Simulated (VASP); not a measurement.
# Al (P6_3/mmc) in VASP: settings compared

Al is run at these levels: LDA, BLYP+D3(BJ), PBEsol; tasks: single point.

Everything below comes from runs of VASP 6.6.1. Logs are shortened: lines on timing, memory, paths and dates and some standing lists are left out, and cuts for length are marked.

## 1. The cell of the first run

Symmetry: P6_3/mmc, No. 194, hexagonal system. The conventional cell has a = 2.808 Å, b = 2.808 Å, c = 9.286 Å, α = 90.00°, β = 90.00°, γ = 120.00°. Al (site symmetry -3m) has 12 Al at 2.81 to 2.83 Å within 3.7 Å. Within 3.7 Å of Al (site symmetry -6m2) lie 12 Al at 2.81 to 2.83 Å.

## 2. Single point, LDA

Contents of INCAR:

```
PREC     = Accurate       # precision mode
ENCUT    = 520            # plane-wave cutoff, eV
EDIFF    = 1E-6           # SCF threshold, eV
ISMEAR   = -1             # smearing method
SIGMA    = 0.15           # smearing width, eV
LREAL    = False          # projectors in reciprocal space
LASPH    = True           # aspherical terms in the spheres
NELM     = 100            # most SCF steps
ALGO     = Normal         # electronic algorithm
ISIF     = 2              # what is computed and relaxed
LWAVE    = False          # write WAVECAR
LCHARG   = False          # write CHGCAR
GGA      = CA             # functional
NBANDS   = 14             # bands
```

Contents of KPOINTS:

```
regular mesh
0
Gamma
  9 9 3
```

Contents of POSCAR:

```
Al
1.0
    2.8081402806      0.0000002867      0.0000000000
   -1.4040703886      2.4319206770      0.0000000000
    0.0000000000      0.0000000000      9.2859198107
Al
4
Direct
    0.0000000000      0.0000000000      0.0000000000
    0.3333333333      0.6666666667      0.2500000000
    0.0000000000      0.0000000000      0.5000000000
    0.6666666667      0.3333333333      0.7500000000
```

Potentials or basis: VASP PAW LDA potentials, release 64 (Al).

Launch:

```bash
$ cat potpaw_LDA.64/Al/POTCAR > POTCAR
$ mpirun -np 1 vasp_std > vasp.out
```

OUTCAR:

```text
PREC = Accurate
   ENCUT = 520
   EDIFF = 1E-6
   ISMEAR = -1
   LREAL = False
   LASPH = True
   NELM = 100
   ISIF = 2
   GGA = CA

 ion  position               nearest neighbor table
   1  0.000  0.000  0.000-   2 2.83   4 2.83   2 2.83   4 2.83   4 2.83   2 2.83
   2  0.333  0.667  0.250-   1 2.83   3 2.83   1 2.83   3 2.83   1 2.83   3 2.83
   3  0.000  0.000  0.500-   2 2.83   4 2.83   2 2.83   4 2.83   4 2.83   2 2.83
   4  0.667  0.333  0.750-   1 2.83   3 2.83   1 2.83   3 2.83   1 2.83   3 2.83

  LATTYP: Found a hexagonal cell.
 ALAT       =     2.8081402806
 C/A-ratio  =     3.3067863008

  Lattice vectors:

 A1 = (   2.8081402806,   0.0000002867,   0.0000000000)
 A2 = (  -1.4040703886,   2.4319206770,   0.0000000000)
 A3 = (   0.0000000000,   0.0000000000,   9.2859198107)

Analysis of symmetry for initial positions (statically):
=====================================================================
 Subroutine PRICEL returns:
 Original cell was already a primitive cell.

 Routine SETGRP: Setting up the symmetry group for a
 hexagonal supercell.

 Subroutine GETGRP returns: Found 24 space group operations
 (whereof 12 operations were pure point group operations)
 out of a pool of 24 trial point group operations.

The static configuration has the point symmetry D_3d.
 The point group associated with its full space group is D_6h.

Analysis of symmetry for dynamics (positions and initial velocities):
=====================================================================
 Subroutine PRICEL returns:
 Original cell was already a primitive cell.

 Routine SETGRP: Setting up the symmetry group for a
 hexagonal supercell.

 Subroutine GETGRP returns: Found 24 space group operations
 (whereof 12 operations were pure point group operations)
 out of a pool of 24 trial point group operations.

The dynamic configuration has the point symmetry D_3d.
 The point group associated with its full space group is D_6h.

 Subroutine INISYM returns: Found 24 space group operations
 (whereof 12 operations are pure point group operations),
 and found     1 'primitive' translations

----------------------------------------------------------------------------------------

                                     Primitive cell

  volume of cell :      63.4152

  direct lattice vectors                    reciprocal lattice vectors
     2.808140281  0.000000287  0.000000000     0.356107545  0.205598835  0.000000000
    -1.404070389  2.431920677  0.000000000    -0.000000042  0.411197598  0.000000000
     0.000000000  0.000000000  9.285919811     0.000000000  0.000000000  0.107689924

  length of vectors
     2.808140281  2.808140281  9.285919811     0.411197598  0.411197598  0.107689924

  position of ions in fractional coordinates (direct lattice)
     0.000000000  0.000000000  0.000000000
     0.333333333  0.666666667  0.250000000
     0.000000000  0.000000000  0.500000000
     0.666666667  0.333333333  0.750000000

  ion indices of the primitive-cell ions
   primitive index   ion index
                 1           1
                 2           2
                 3           3
                 4           4

----------------------------------------------------------------------------------------

 KPOINTS: regular mesh

Automatic generation of k-mesh.
 Grid dimensions read from file:
 generate k-points for:    9    9    3

 Generating k-lattice:

  Cartesian coordinates                     Fractional coordinates (reciprocal lattice)
     0.039567505  0.022844315  0.000000000     0.111111111  0.000000000  0.000000000
    -0.000000005  0.045688622  0.000000000     0.000000000  0.111111111  0.000000000
     0.000000000  0.000000000  0.035896641     0.000000000  0.000000000  0.333333333

  Length of vectors
     0.045688622  0.045688622  0.035896641

  Shift w.r.t. Gamma in fractional coordinates (k-lattice)
     0.000000000  0.000000000  0.000000000

 Subroutine IBZKPT returns following result:
 ===========================================

 Found     24 irreducible k-points:

 Following reciprocal coordinates:
            Coordinates               Weight
  0.000000  0.000000  0.000000      1.000000
  0.111111  0.000000  0.000000      6.000000
  0.222222  0.000000  0.000000      6.000000
  0.333333 -0.000000  0.000000      6.000000
  0.444444  0.000000  0.000000      6.000000
  0.111111  0.111111  0.000000      6.000000
[... 16 lines left out ...]
  0.333333  0.222222  0.333333     24.000000
  0.333333  0.333333  0.333333      4.000000
   k-points           NKPTS =     24   k-points in BZ     NKDIM =     24   number of bands    NBANDS=     14
   number of dos      NEDOS =    301   number of ions     NIONS =      4
   total plane-waves  NPLWV =  40320
   dimension x,y,z NGX =    24 NGY =   24 NGZ =   70
   dimension x,y,z NGXF=    48 NGYF=   48 NGZF=  140
   ions per type =               4
   NGX,Y,Z   is equivalent  to a cutoff of  14.21, 14.21, 12.53 a.u.
   NGXF,Y,Z  is equivalent  to a cutoff of  28.42, 28.42, 25.06 a.u.
 SYSTEM =  unknown system
   PREC   = accura    normal or accurate (medium, high low for compatibility)
   ISTART =      0    job   : 0-new  1-cont  2-samecut
   ICHARG =      2    charge: 1-file 2-atom 10-const
   ISPIN  =      1    spin polarized calculation?
   LNONCOLLINEAR =      F non collinear calculations
   LSORBIT =      F    spin-orbit coupling
   LASPH  =      T    aspherical Exc in radial PAW
   ENCUT  =  520.0 eV  38.22 Ry    6.18 a.u.   5.22  5.22 17.27*2*pi/ulx,y,z
   NELM   =    100;   NELMIN=  2; NELMDL= -5     # of ELM steps
   EDIFF  = 0.1E-05   stopping-criterion for ELM
   LREAL  =      F    real-space projection
   EDIFFG = 0.1E-04   stopping-criterion for IOM
   NSW    =      0    number of steps for IOM
   IBRION =     -1    ionic relax: 0-MD 1-quasi-New 2-CG
   NFREE  =      0    steps in history (QN), initial steepest desc. (CG)
   ISIF   =      2    stress and relaxation
   ISYM   =      2    0-nonsym 1-usesym 2-fastsym
   POTIM  = 0.5000    time-step for ionic-motion
   TEBEG  =    0.0;   TEEND  =   0.0 temperature during run
   PSTRESS=    0.0 pullay stress
   NELECT =      12.0000    total number of electrons
   NUPDOWN=      -1.0000    fix difference up-down
   EMIN   =  10.00;   EMAX   =-10.00  energy-range for DOS
   EFERMI =   0.00;   METHOD = LEGACY
   ISMEAR =    -1;   SIGMA  =   0.15  broadening in eV -4-tet -1-fermi 0-gaus
   EFERMI_NEDOS =   21; number of points for ismear=-14 and -15
   IALGO  =     38    algorithm
   IMIX   =      4    mixing-type and parameters
     AMIX     =   0.40;   BMIX     =  1.00
     AMIX_MAG =   1.60;   BMIX_MAG =  1.00
  volume/ion in A,a.u.               =      15.85       106.99
  Fermi-wavevector in a.u.,A,eV,Ry     =   0.939877  1.776109 12.018953  0.883368
  Thomas-Fermi vector in A             =   2.067233
   LORBIT       =      0    0 simple, 1 ext, 2 COOP (PROOUT), +10 PAW based schemes
   GGA     = CA    functional components
   LHFCALC =     F    Hartree Fock is set to
   AEXX    =    0.0000 exact exchange contribution
   IVDW    =     0    specifies the selected vdW correction
   LEPSILON=     F    determine dielectric tensor
   LRPA    =     F    only Hartree local field effects (RPA)
 non-spin polarized calculation
  energy-cutoff  :      520.00
  volume of cell :       63.42
 maximum number of plane-waves:      1720
 NGX is ok and might be reduce to    24
   NGX = 11   NGY = 11   NGZ = 35

 number of electron      12.0000000 magnetization

 Free energy of the ion-electron system (eV)
  ---------------------------------------------------
  ext. energy  EPLUGINS =         0.00000000
  ---------------------------------------------------
  free energy    TOTEN  =       -16.76392713 eV

  energy without entropy =      -16.65104797  energy(sigma->0) =      -16.70748755

 E-fermi :   8.1745     XC(G=0): -10.4931

 val. band max:        8.1322265847   @ k =   0.3333   0.2222   0.3333
 cond. band min:       8.3150211449   @ k =   0.2222   0.2222   0.3333
 fundamental gap:      0.1827945602
 Fermi energy:         8.1744715598

 k-point     1 :       0.0000    0.0000    0.0000
  band No.  band energies     occupation
      1      -3.1675      2.00000
      2      -1.4681      2.00000
      3      -1.4634      2.00000
      4       3.4356      2.00000
      5       3.6081      2.00000
      6      11.4771      0.00000
      7      11.4894      0.00000
      8      19.2760      0.00000
      9      19.2760      0.00000
     10      19.4361      0.00000
     11      19.4361      0.00000
     12      20.3817      0.00000
     13      20.3916      0.00000
     14      20.5477      0.00000

 k-point     2 :       0.1111    0.0000    0.0000
  band No.  band energies     occupation
      1      -2.8596      2.00000
      2      -1.1641      2.00000
      3      -1.1593      2.00000
      4       3.7202      2.00000
      5       3.9079      2.00000
      6      11.7171      0.00000
      7      11.7427      0.00000
      8      15.5510      0.00000
      9      16.9106      0.00000
     10      17.0135      0.00000
     11      17.2677      0.00000
     12      18.6897      0.00000
     13      18.7027      0.00000
     14      18.7979      0.00000

 k-point     3 :       0.2222    0.0000    0.0000
  band No.  band energies     occupation
      1      -1.9403      2.00000
      2      -0.2566      2.00000
      3      -0.2514      2.00000
      4       4.5734      2.00000
      5       4.7910      2.00000
      6      11.1604      0.00000
      7      12.1531      0.00000
      8      12.7341      0.00000
      9      12.9235      0.00000
     10      13.3486      0.00000
     11      15.7054      0.00000
     12      16.6472      0.00000
     13      17.1522      0.00000
     14      17.1739      0.00000

 k-point     4 :       0.3333   -0.0000    0.0000
  band No.  band energies     occupation
      1      -0.4224      2.00000
      2       1.2403      2.00000
      3       1.2472      2.00000
      4       5.9844      2.00000
      5       6.0999      2.00000
      6       7.7363      1.89773
      7       9.1583      0.00283
      8       9.2408      0.00163
      9      13.6701      0.00000
     10      13.7314      0.00000
     11      13.9179      0.00000
     12      14.0592      0.00000
     13      14.6675      0.00000
     14      16.1147      0.00000

 k-point     5 :       0.4444    0.0000    0.0000
  band No.  band energies     occupation
      1       1.6723      2.00000
      2       3.2856      2.00000
      3       3.3026      2.00000
      4       4.3008      2.00000
      5       5.9658      2.00000
      6       5.9775      2.00000
      7       8.0473      1.40009
      8       8.4816      0.22854
      9      10.6265      0.00000
     10      10.9246      0.00000
     11      14.1500      0.00000
[... 276 lines left out ...]
 k-point    22 :       0.2222    0.2222    0.3333
  band No.  band energies     occupation
      1       0.6650      2.00000
      2       1.2178      2.00000
      3       3.3989      2.00000
      4       4.9921      2.00000
      5       8.3150      0.56301
      6       8.5140      0.18843
      7       8.8701      0.01918
      8       9.0479      0.00590
      9       9.9172      0.00002
     10      11.0905      0.00000
     11      11.4331      0.00000
     12      12.4059      0.00000
     13      13.0118      0.00000
     14      13.0300      0.00000

 k-point    23 :       0.3333    0.2222    0.3333
  band No.  band energies     occupation
      1       2.7407      2.00000
      2       3.2796      2.00000
      3       5.2603      2.00000
      4       5.3215      2.00000
      5       6.0915      2.00000
      6       6.9555      1.99941
      7       7.8620      1.77851
      8       8.1322      1.13989
      9       8.7873      0.03306
     10       9.6923      0.00008
     11      10.9355      0.00000
     12      11.5762      0.00000
     13      12.4451      0.00000
     14      13.7480      0.00000

 k-point    24 :       0.3333    0.3333    0.3333
  band No.  band energies     occupation
      1       4.9719      2.00000
      2       5.1015      2.00000
      3       5.1015      2.00000
      4       5.4311      2.00000
      5       5.6132      2.00000
      6       5.6132      2.00000
      7       7.6974      1.92016
      8       7.6974      1.92016
      9       8.0290      1.45006
     10       9.4685      0.00036
     11       9.7693      0.00005
     12       9.7693      0.00005
     13      13.6544      0.00000
     14      13.6544      0.00000

------------------------ aborting loop because EDIFF is reached ----------------------------------------

  FORCE on cell =-STRESS in cart. coord.  units (eV):
  Direction    XX          YY          ZZ          XY          YZ          ZX
  --------------------------------------------------------------------------------------
  -------------------------------------------------------------------------------------
  Total        0.0302767      0.0302767      0.0319241     -0.0000000      0.0000000      0.0000000
  in kB        0.7649363      0.7649363      0.8065588     -0.0000000      0.0000000      0.0000000
  external PRESSURE =       0.7788105 kB  Pullay stress =       0.0000000 kB

 VOLUME and BASIS-vectors are now :
 -----------------------------------------------------------------------------
  energy-cutoff  :      520.00
  volume of cell :       63.42
      direct lattice vectors                 reciprocal lattice vectors
     2.808140281  0.000000287  0.000000000     0.356107545  0.205598835  0.000000000
    -1.404070389  2.431920677  0.000000000    -0.000000042  0.411197598  0.000000000
     0.000000000  0.000000000  9.285919811     0.000000000  0.000000000  0.107689924

 POSITION                                       TOTAL-FORCE (eV/Angst)
 -----------------------------------------------------------------------------------
      0.00000      0.00000      0.00000         0.000000     -0.000000     -0.000000
     -0.00000      1.62128      2.32148         0.000000     -0.000000      0.000000
      0.00000      0.00000      4.64296         0.000000     -0.000000     -0.000000
      1.40407      0.81064      6.96444        -0.000000      0.000000     -0.000000
 -----------------------------------------------------------------------------------
    total drift:                               -0.000000      0.000000      0.000000

  FREE ENERGIE OF THE ION-ELECTRON SYSTEM (eV)
  ---------------------------------------------------
  free  energy   TOTEN  =       -16.7639271276 eV

  energy  without entropy=      -16.6510479730  energy(sigma->0) =      -16.70748755
```

Wall time 17 s (1 thread of Intel Xeon Platinum 8375C at 2.90GHz (Ice Lake), shared host); peak memory 0.16 GiB.

What came out:

```yaml
Free_energy: -16.7639 eV
Pressure: 0.1 GPa
Band_gap_on_the_k_mesh: zero (band 6 reaches 12.04 eV, above the bottom of band 7 at 6.88 eV)
```

## 3. Single point, BLYP+D3(BJ)

This run uses another cell than the first one, of 15.52 Å³/atom, 0.979 times its volume.

Contents of INCAR:

```
SYSTEM = Al
PREC = Accurate
ENCUT = 520
EDIFF = 1E-7
ISMEAR = -1
SIGMA = 0.15
LREAL = .FALSE.
LASPH = .TRUE.
NELM = 100
ALGO = Normal
ISIF = 2
LWAVE = .FALSE.
LCHARG = .FALSE.
GGA = B5
ALDAX = 1.0
AGGAX = 1.0
AGGAC = 1.0
ALDAC = 0.0
IVDW = 12
VDW_S6 = 1.0
VDW_S8 = 2.6996
VDW_A1 = 0.4298
VDW_A2 = 4.2359
NBANDS = 14
```

Contents of KPOINTS:

```
Automatic mesh
0
G
  9 9 3
  0 0 0
```

Contents of POSCAR:

```
Al
1.0
    2.7866402494      0.0000002845      0.0000000000
   -1.3933203711      2.4133011049      0.0000000000
    0.0000000000      0.0000000000      9.2332279911
Al
4
Direct
    0.0000000000      0.0000000000      0.0000000000
    0.3333333333      0.6666666667      0.2500000000
    0.0000000000      0.0000000000      0.5000000000
    0.6666666667      0.3333333333      0.7500000000
```

Potentials or basis: VASP PAW PBE potentials, release 64 (Al).

Launch:

```bash
$ cat potpaw_PBE.64/Al/POTCAR > POTCAR
$ mpirun -np 1 vasp_std > vasp.out
```

Wall time 33 s (1 thread of Intel Xeon Platinum 8375C at 2.90GHz (Ice Lake), shared host); peak memory 0.19 GiB.

Results (log left out):

```yaml
Free_energy: -13.9193 eV
Pressure: 0.2 GPa
Band_gap_on_the_k_mesh: zero (band 6 reaches 12.96 eV, above the bottom of band 7 at 7.80 eV)
Dispersion_energy_per_atom: -0.826 eV
```

Levels at points of the mesh, in eV from the Fermi level:
```tsv
k point	band 1	band 2	band 3	band 4	band 5	band 6	band 7	band 8	band 9	band 10
(0.00, 0.00, 0.00)	-11.51	-9.79	-9.79	-4.80	-4.68	3.30	3.32	11.31	11.31	11.46
```

Caveat: the PAW data sets were made with another functional, which shifts forces and pressure a little; pairwise dispersion overbinds metals, which lowers pressure and volume.

(Part 1 of 2 ends here.)
